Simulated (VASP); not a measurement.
# SiO2 (P4_2/mnm) in VASP: further runs

The runs below take SiO2 through single point, with LDA.

All numbers are computed with VASP 6.6.1; they aren't measurements. Logs are shortened: lines on timing, memory, paths and dates and some standing lists are left out, and cuts for length are marked.

### 1 The cell of the first run

Symmetry: P4_2/mnm, No. 136, tetragonal system. Conventional cell: a = 4.408 Å, b = 4.408 Å, c = 2.441 Å, α = 90.00°, β = 90.00°, γ = 90.00°. Si (site symmetry mmm) has 6 O at 1.72 to 1.90 Å within 2.3 Å. O (site symmetry m2m) has 3 Si at 1.72 to 1.90 Å within 2.3 Å.

### 2 Single point, LDA (7.90 Å³/atom)

INCAR

```
PREC = Accurate
ENCUT = 910
EDIFF = 1E-6
ISMEAR = 0
SIGMA = 0.05
LREAL = F
LASPH = T
NELM = 120
ALGO = Normal
ISIF = 2
LWAVE = F
LCHARG = F
NBANDS = 25
GGA_COMPAT = F
```

KPOINTS

```
Automatic mesh
0
Gamma
  6 6 10
```

POSCAR

```
SiO2
1.0
    4.4078103764      0.0000000000      0.0000000000
    0.0000000000      4.4078103764      0.0000000000
    0.0000000000      0.0000000000      2.4406046054
Si O
2 4
Direct
    0.5000000000      0.5000000000      0.5000000000
    0.0000000000      0.0000000000      0.0000000000
    0.6944252994      0.6944252994      0.0000000000
    0.1944252994      0.8055747006      0.5000000000
    0.3055747006      0.3055747006      0.0000000000
    0.8055747006      0.1944252994      0.5000000000
```

Potentials or basis: VASP PAW LDA potentials, release 64 (Si, O_h).

Started as:

```console
cat potpaw_LDA.64/Si/POTCAR potpaw_LDA.64/O_h/POTCAR > POTCAR
mpirun -np 1 vasp_std > vasp.out
```

OUTCAR:

```text
PREC = Accurate
   ENCUT = 910
   EDIFF = 1E-6
   ISMEAR = 0
   LREAL = F
   LASPH = T
   NELM = 120
   ISIF = 2

 ion  position               nearest neighbor table
   1  0.500  0.500  0.500-   3 1.72   5 1.72   3 1.72   5 1.72   4 1.90   6 1.90
   2  0.000  0.000  0.000-   4 1.72   6 1.72   4 1.72   6 1.72   5 1.90   3 1.90
   3  0.694  0.694  0.000-   1 1.72   1 1.72   2 1.90
   4  0.194  0.806  0.500-   2 1.72   2 1.72   1 1.90
   5  0.306  0.306  0.000-   1 1.72   1 1.72   2 1.90
   6  0.806  0.194  0.500-   2 1.72   2 1.72   1 1.90

  LATTYP: Found a simple tetragonal cell.
 ALAT       =     4.4078103764
 C/A-ratio  =     0.5537000000

  Lattice vectors:

 A1 = (   4.4078103764,   0.0000000000,   0.0000000000)
 A2 = (   0.0000000000,   4.4078103764,   0.0000000000)
 A3 = (   0.0000000000,   0.0000000000,   2.4406046054)

Analysis of symmetry for initial positions (statically):
=====================================================================
 Subroutine PRICEL returns:
 Original cell was already a primitive cell.

 Routine SETGRP: Setting up the symmetry group for a
 simple tetragonal supercell.

 Subroutine GETGRP returns: Found 16 space group operations
 (whereof  8 operations were pure point group operations)
 out of a pool of 16 trial point group operations.

The static configuration has the point symmetry D_2h.
 The point group associated with its full space group is D_4h.

Analysis of symmetry for dynamics (positions and initial velocities):
=====================================================================
 Subroutine PRICEL returns:
 Original cell was already a primitive cell.

 Routine SETGRP: Setting up the symmetry group for a
 simple tetragonal supercell.

 Subroutine GETGRP returns: Found 16 space group operations
 (whereof  8 operations were pure point group operations)
 out of a pool of 16 trial point group operations.

The dynamic configuration has the point symmetry D_2h.
 The point group associated with its full space group is D_4h.

 Subroutine INISYM returns: Found 16 space group operations
 (whereof  8 operations are pure point group operations),
 and found     1 'primitive' translations

----------------------------------------------------------------------------------------

                                     Primitive cell

  volume of cell :      47.4180

  direct lattice vectors                    reciprocal lattice vectors
     4.407810376  0.000000000  0.000000000     0.226870014  0.000000000  0.000000000
     0.000000000  4.407810376  0.000000000     0.000000000  0.226870014  0.000000000
     0.000000000  0.000000000  2.440604605     0.000000000  0.000000000  0.409734538

  length of vectors
     4.407810376  4.407810376  2.440604605     0.226870014  0.226870014  0.409734538

  position of ions in fractional coordinates (direct lattice)
     0.500000000  0.500000000  0.500000000
     0.000000000  0.000000000  0.000000000
     0.694425299  0.694425299  0.000000000
     0.194425299  0.805574701  0.500000000
     0.305574701  0.305574701  0.000000000
     0.805574701  0.194425299  0.500000000

  ion indices of the primitive-cell ions
   primitive index   ion index
                 1           1
                 2           2
                 3           3
                 4           4
                 5           5
                 6           6

----------------------------------------------------------------------------------------

 KPOINTS: Automatic mesh

Automatic generation of k-mesh.
 Grid dimensions read from file:
 generate k-points for:    6    6   10

 Generating k-lattice:

  Cartesian coordinates                     Fractional coordinates (reciprocal lattice)
     0.037811669  0.000000000  0.000000000     0.166666667  0.000000000  0.000000000
     0.000000000  0.037811669  0.000000000     0.000000000  0.166666667  0.000000000
     0.000000000  0.000000000  0.040973454     0.000000000  0.000000000  0.100000000

  Length of vectors
     0.037811669  0.037811669  0.040973454

  Shift w.r.t. Gamma in fractional coordinates (k-lattice)
     0.000000000  0.000000000  0.000000000

 Subroutine IBZKPT returns following result:
 ===========================================

 Found     60 irreducible k-points:

 Following reciprocal coordinates:
            Coordinates               Weight
  0.000000  0.000000  0.000000      1.000000
  0.166667  0.000000  0.000000      4.000000
  0.333333  0.000000  0.000000      4.000000
  0.500000  0.000000  0.000000      2.000000
  0.166667  0.166667  0.000000      4.000000
  0.333333  0.166667  0.000000      8.000000
[... 16 lines left out ...]
  0.333333  0.000000  0.200000      8.000000
  0.500000  0.000000  0.200000      4.000000
 [... further k-points ...]
   k-points           NKPTS =     60   k-points in BZ     NKDIM =     60   number of bands    NBANDS=     25
   number of dos      NEDOS =    301   number of ions     NIONS =      6
   total plane-waves  NPLWV =  55296
[... 70 lines left out ...]

 k-point     1 :       0.0000    0.0000    0.0000
  band No.  band energies     occupation
      1     -14.0333      2.00000
      2     -10.7431      2.00000
      3     -10.7136      2.00000
      4     -10.7136      2.00000
      5      -2.5921      2.00000
      6       1.2298      2.00000
[... 17 lines left out ...]
     24      22.0214      0.00000
     25      22.2136      0.00000

 k-point     2 :       0.1667    0.0000    0.0000
  band No.  band energies     occupation
      1     -13.9064      2.00000
      2     -11.4250      2.00000
      3     -10.6487      2.00000
      4     -10.2815      2.00000
      5      -2.4658      2.00000
      6       0.5806      2.00000
[... 17 lines left out ...]
     24      22.1441      0.00000
     25      22.4089      0.00000

 k-point     3 :       0.3333    0.0000    0.0000
  band No.  band energies     occupation
      1     -13.5354      2.00000
      2     -12.2146      2.00000
      3     -10.4767      2.00000
      4     -10.1546      2.00000
      5      -2.0655      2.00000
      6      -0.4547      2.00000
[... 17 lines left out ...]
     24      21.9469      0.00000
     25      23.0189      0.00000

 k-point     4 :       0.5000    0.0000    0.0000
  band No.  band energies     occupation
      1     -12.9515      2.00000
      2     -12.9515      2.00000
      3     -10.2699      2.00000
      4     -10.2699      2.00000
      5      -1.3794      2.00000
      6      -1.3794      2.00000
[... 17 lines left out ...]
     24      21.6659      0.00000
     25      23.1152      0.00000

 k-point     5 :       0.1667    0.1667    0.0000
  band No.  band energies     occupation
      1     -13.7833      2.00000
      2     -11.6181      2.00000
      3     -10.7806      2.00000
      4     -10.1648      2.00000
      5      -2.3047      2.00000
      6       0.6306      2.00000
[... 17 lines left out ...]
     24      22.1596      0.00000
     25      22.5950      0.00000

 k-point     6 :       0.3333    0.1667    0.0000
  band No.  band energies     occupation
      1     -13.4254      2.00000
      2     -12.2035      2.00000
      3     -10.6846      2.00000
      4     -10.2044      2.00000
      5      -1.8270      2.00000
      6      -0.1603      2.00000
[... 17 lines left out ...]
     24      21.8992      0.00000
     25      23.1407      0.00000
[... 393 lines left out ...]
 k-point    21 :       0.0000    0.0000    0.2000
  band No.  band energies     occupation
      1     -13.3857      2.00000
      2     -10.4339      2.00000
      3     -10.3027      2.00000
      4     -10.3027      2.00000
      5      -2.1687      2.00000
      6       1.7839      2.00000
[... 17 lines left out ...]
     24      22.5741      0.00000
     25      22.5811      0.00000

 k-point    22 :       0.1667    0.0000    0.2000
  band No.  band energies     occupation
      1     -13.2657      2.00000
      2     -10.9827      2.00000
      3     -10.2492      2.00000
      4      -9.9800      2.00000
      5      -1.9926      2.00000
      6       1.0518      2.00000
[... 17 lines left out ...]
     24      22.2826      0.00000
     25      22.3908      0.00000

 k-point    23 :       0.3333    0.0000    0.2000
  band No.  band energies     occupation
      1     -12.9162      2.00000
      2     -11.6923      2.00000
      3     -10.1093      2.00000
      4      -9.8645      2.00000
      5      -1.5132      2.00000
      6       0.0662      2.00000
[... 17 lines left out ...]
     24      22.0697      0.00000
     25      22.2969      0.00000

 k-point    24 :       0.5000    0.0000    0.2000
  band No.  band energies     occupation
      1     -12.3708      2.00000
      2     -12.3708      2.00000
      3      -9.9466      2.00000
      4      -9.9466      2.00000
      5      -0.8110      2.00000
      6      -0.8110      2.00000
[... 17 lines left out ...]
     24      22.1759      0.00000
     25      22.5241      0.00000

 [... further k-points ...]
[... 5 lines left out ...]
  --------------------------------------------------------------------------------------
  -------------------------------------------------------------------------------------
  Total       -7.2534363     -7.2534363     15.5238619      0.0000000      0.0000000      0.0000000
  in kB     -245.0818503   -245.0818503    524.5261213      0.0000000      0.0000000      0.0000000
  external PRESSURE =      11.4541402 kB  Pullay stress =       0.0000000 kB

 VOLUME and BASIS-vectors are now :
 -----------------------------------------------------------------------------
  energy-cutoff  :      910.00
  volume of cell :       47.42
      direct lattice vectors                 reciprocal lattice vectors
     4.407810376  0.000000000  0.000000000     0.226870014  0.000000000  0.000000000
     0.000000000  4.407810376  0.000000000     0.000000000  0.226870014  0.000000000
     0.000000000  0.000000000  2.440604605     0.000000000  0.000000000  0.409734538

 POSITION                                       TOTAL-FORCE (eV/Angst)
 -----------------------------------------------------------------------------------
      2.20391      2.20391      1.22030         0.000000     -0.000000     -0.000000
      0.00000      0.00000      0.00000         0.000000     -0.000000     -0.000000
      3.06090      3.06090      0.00000        -0.872738     -0.872738     -0.000000
      0.85699      3.55082      1.22030        -0.872738      0.872738      0.000000
      1.34692      1.34692      0.00000         0.872738      0.872738      0.000000
      3.55082      0.85699      1.22030         0.872738     -0.872738     -0.000000
 -----------------------------------------------------------------------------------
    total drift:                                0.000000     -0.000000      0.000000

  FREE ENERGIE OF THE ION-ELECTRON SYSTEM (eV)
  ---------------------------------------------------
  free  energy   TOTEN  =       -50.9824230823 eV

  energy  without entropy=      -50.9824230823  energy(sigma->0) =      -50.98242308
```

It took 90 s on 1 thread of AMD EPYC 7R13 (Zen 3), shared host; peak memory 0.23 GiB.

What came out:

* Free energy: -50.9824 eV
* Pressure: 1.1 GPa
* Largest force: 1.234 eV/Å
* Band gap on the k mesh: 5.37 eV

Forces on the atoms (eV/Å):
```
Si   0.000  0.000  0.000
Si   0.000  0.000  0.000
O   -0.873 -0.873  0.000
O   -0.873  0.873  0.000
O    0.873  0.873  0.000
O    0.873 -0.873  0.000
```

Levels at points of the mesh, in eV from the valence-band top:
```csv
k point,band 12,band 13,band 14,band 15,band 16,band 17,band 18,band 19,band 20,band 21
"(0.00, 0.00, 0.00)",-1.94,-1.42,-0.96,-0.96,0.00,5.37,9.06,9.75,9.75,10.68
"(0.50, 0.00, 0.00)",-2.75,-1.62,-1.62,-1.17,-1.17,7.82,7.82,10.30,10.30,11.09
"(0.50, 0.50, 0.00)",-2.43,-2.31,-2.31,-2.00,-2.00,8.14,8.14,10.65,10.65,11.94
"(0.00, 0.00, 0.50)",-4.58,-2.43,-2.43,-2.41,-2.41,8.50,8.50,11.35,11.35,11.71
"(0.50, 0.00, 0.50)",-3.82,-2.26,-2.26,-1.51,-1.51,8.21,8.21,8.50,8.50,11.96
"(0.50, 0.50, 0.50)",-4.51,-1.81,-1.81,-1.32,-1.32,6.46,6.46,10.32,10.32,10.87
```

Caveat: the cutoff is under 1.25 times the usual one of these potentials, so pressure, stress and relaxed cells hold a basis-set (Pulay) error; forces of over 1 eV/Å act on the atoms, so gaps and moduli don't describe the material at rest.

### 3 Single point, LDA (8.15 Å³/atom)

This run uses another cell than the first one, of 8.15 Å³/atom.

INCAR

```
ALGO = Normal
EDIFF = 1E-6
ENCUT = 910
GGA = CA
GGA_COMPAT = F
ISIF = 2
ISMEAR = 0
LASPH = T
LCHARG = F
LREAL = F
LWAVE = F
NBANDS = 25
NELM = 120
PREC = Accurate
SIGMA = 0.05
```

KPOINTS

```
k-points
0
Gamma
  6 6 10
```

Changes to POSCAR since step 2:

```diff
@@ -2,5 +2,5 @@
 1.0
-    4.4078103764      0.0000000000      0.0000000000
-    0.0000000000      4.4078103764      0.0000000000
-    0.0000000000      0.0000000000      2.4406046054
+    4.3992606511      0.0000000000      0.0000000000
+    0.0000000000      4.3992606511      0.0000000000
+    0.0000000000      0.0000000000      2.5260554659
 Si O
```

Potentials or basis: VASP PAW LDA potentials, release 64 (Si, O_h).

Started as:

```console
cat potpaw_LDA.64/Si/POTCAR potpaw_LDA.64/O_h/POTCAR > POTCAR
mpirun -np 1 vasp_std > vasp.out
```

It took 97 s on 1 thread of AMD EPYC 9R45 (Zen 5), shared host; peak memory 0.24 GiB.

It converged, with:

| Quantity | Value |
| --- | --- |
| Free energy | -51.3957 eV |
| Pressure | -11.4 GPa |
| Largest force | 1.247 eV/Å |
| Band gap on the k mesh | 4.94 eV |

Forces in eV/Å, atoms in the order of the input:
```
Si   0.000  0.000  0.000
Si   0.000  0.000  0.000
O   -0.882 -0.882  0.000
O   -0.882  0.882  0.000
O    0.882  0.882  0.000
O    0.882 -0.882  0.000
```

Stress tensor (GPa, compression positive):
```
-27.77   0.00   0.00
  0.00 -27.77   0.00
  0.00   0.00  21.37
```

Levels at points of the mesh, in eV from the valence-band top:
```tsv
k point	band 13	band 14	band 15	band 16	band 17	band 18	band 19	band 20
(0.00, 0.00, 0.00)	-1.79	-0.94	-0.94	0.00	4.94	8.13	9.17	9.17
(0.50, 0.00, 0.00)	-1.94	-1.94	-1.12	-1.12	7.47	7.47	9.89	9.89
(0.50, 0.50, 0.00)	-2.35	-2.35	-2.34	-2.34	7.56	7.56	10.51	10.51
(0.00, 0.00, 0.50)	-2.50	-2.50	-2.43	-2.43	8.11	8.11	11.20	11.20
(0.50, 0.00, 0.50)	-2.25	-2.25	-1.56	-1.56	7.90	7.90	8.40	8.40
(0.50, 0.50, 0.50)	-1.79	-1.79	-1.37	-1.37	6.17	6.17	10.11	10.11
```

Caveat: the cutoff is under 1.25 times the usual one of these potentials, so pressure, stress and relaxed cells hold a basis-set (Pulay) error; the cell stands under tension; forces of over 1 eV/Å act on the atoms, so gaps and moduli don't describe the material at rest.

### 4 Single point, LDA (7.66 Å³/atom)

This run uses another cell than the first one, of 7.66 Å³/atom.

INCAR

```
SYSTEM = SiO2
PREC = Accurate
ENCUT = 520
EDIFF = 1E-6
ISMEAR = 0
SIGMA = 0.05
LREAL = .FALSE.
LASPH = .TRUE.
NELM = 100
ALGO = Normal
ISIF = 2
LWAVE = .FALSE.
LCHARG = .FALSE.
NBANDS = 25
```

KPOINTS

```
Automatic mesh
0
G
  6 6 10
  0 0 0
```

Changes to POSCAR since step 3:

```diff
@@ -2,5 +2,5 @@
 1.0
-    4.3992606511      0.0000000000      0.0000000000
-    0.0000000000      4.3992606511      0.0000000000
-    0.0000000000      0.0000000000      2.5260554659
+    4.2058521086      0.0000000000      0.0000000000
+    0.0000000000      4.2058521086      0.0000000000
+    0.0000000000      0.0000000000      2.5975342623
 Si O
```

Potentials or basis: VASP PAW LDA potentials, release 64 (Si, O).

Started as:

```console
cat potpaw_LDA.64/Si/POTCAR potpaw_LDA.64/O/POTCAR > POTCAR
mpirun -np 1 vasp_std > vasp.out
```

It took 59 s on 1 thread of Intel Xeon 8259CL, shared host; peak memory 0.17 GiB.

Results (log left out):

```yaml
Free_energy: -51.8990 eV
Pressure: 3.0 GPa
Largest_force: 0.158 eV/Å
Band_gap_on_the_k_mesh: 5.93 eV
```

Forces in eV/Å, atoms in the order of the input:
```
Si   0.000  0.000  0.000
Si   0.000  0.000  0.000
O   -0.112 -0.112  0.000
O   -0.112  0.112  0.000
O    0.112  0.112  0.000
O    0.112 -0.112  0.000
```

Stress tensor (GPa, compression positive):
```
-3.49  0.00  0.00
 0.00 -3.49  0.00
 0.00  0.00 16.08
```

Levels at points of the mesh, in eV from the valence-band top:
| k point | band 13 | band 14 | band 15 | band 16 | band 17 | band 18 | band 19 | band 20 |
| --- | --- | --- | --- | --- | --- | --- | --- | --- |
| (0.00, 0.00, 0.00) | -2.38 | -0.94 | -0.94 | 0.00 | 5.93 | 7.03 | 8.89 | 8.89 |
| (0.50, 0.00, 0.00) | -2.59 | -2.59 | -1.13 | -1.13 | 8.08 | 8.08 | 9.40 | 9.40 |
| (0.50, 0.50, 0.00) | -2.67 | -2.67 | -2.47 | -2.47 | 7.74 | 7.74 | 10.35 | 10.35 |
| (0.00, 0.00, 0.50) | -3.12 | -3.12 | -2.77 | -2.77 | 8.99 | 8.99 | 12.42 | 12.42 |
| (0.50, 0.00, 0.50) | -2.41 | -2.41 | -1.83 | -1.83 | 8.63 | 8.63 | 9.55 | 9.55 |
| (0.50, 0.50, 0.50) | -1.88 | -1.88 | -1.61 | -1.61 | 7.05 | 7.05 | 10.76 | 10.76 |

Caveat: the cell stands under pressure.

### 5 Summary

| potentials or basis | cell | cutoff (eV) | gap on the mesh (eV) | pressure (GPa) | largest force (eV/Å) |
| --- | --- | --- | --- | --- | --- |
| VASP PAW LDA potentials, release 64 (Si, O_h) | a = 4.408, b = 4.408, c = 2.441 Å, 6 atoms | 910 | 5.37 | 1.1 | 1.23 |
| VASP PAW LDA potentials, release 64 (Si, O_h) | a = 4.399, b = 4.399, c = 2.526 Å, 6 atoms | 910 | 4.94 | -11.4 | 1.25 |
| VASP PAW LDA potentials, release 64 (Si, O) | a = 4.206, b = 4.206, c = 2.598 Å, 6 atoms | 520 | 5.93 | 3.0 | 0.16 |

Alike in all rows: task single point; level LDA; no spin polarisation; k mesh 6 × 6 × 10; smearing gaussian 0.05 eV.

Caveats: the cutoff is under 1.25 times the usual one of these potentials, so pressure, stress and relaxed cells hold a basis-set (Pulay) error (at least some runs); forces of over 1 eV/Å act on the atoms, so gaps and moduli don't describe the material at rest (at least some runs); the cell stands under tension (at least some runs); the cell stands under pressure (at least some runs).

Absolute energies hang on the potentials; compare differences alone.
